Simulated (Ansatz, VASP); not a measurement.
**PbF2 in VASP and in Ansatz**

```
Pb F
1.0
     5.89162    0.00000    0.00000
     0.00000    2.94582    2.94582
     0.00000   -2.94582    2.94582
Pb F
2 4
Direct
  0.50000 0.96991 0.96991
  0.00000 0.46991 0.46991
  0.75001 0.96992 0.46992
  0.24999 0.46992 0.96992
  0.74999 0.46992 0.96992
  0.25001 0.96992 0.46992
```

Alike in both runs: task single point; functional PBE-based screened hybrid with a share of 0.05 of exact exchange and HFSCREEN = 0.1; k mesh 2 × 4 × 4; no spin polarisation.

```csv
,VASP,Ansatz
version,VASP 6.6.1,Ansatz 0.2.0
potentials or method,"VASP PAW PBE potentials, release 64 (Pb_d, F)",plane waves
plane-wave cutoff (eV),520,420
occupations,"gaussian, width 0.01 eV",fixed
valence electrons in the cell,56,56
```

Ansatz gave:

| Quantity | Value |
| --- | --- |
| gap on the k mesh at the Fermi level (eV) | 4.74 |
| pressure (GPa) | 3.8 |

Problem. What did VASP give for the same quantities?

Solution. gap on the k mesh at the Fermi level (eV): 4.74; pressure (GPa): 3.6.

VASP's potentials were made for PBE, not for PBE-based screened hybrid. Ansatz's warnings: near symmetry operation missed by atoms, stress exchange threshold loose, stress scf threshold loose, structure snapped to symmetry, symmetry narrowed to a group.

The k mesh is coarse, so the values compare programs but aren't converged. Neither program's run includes spin-orbit coupling.
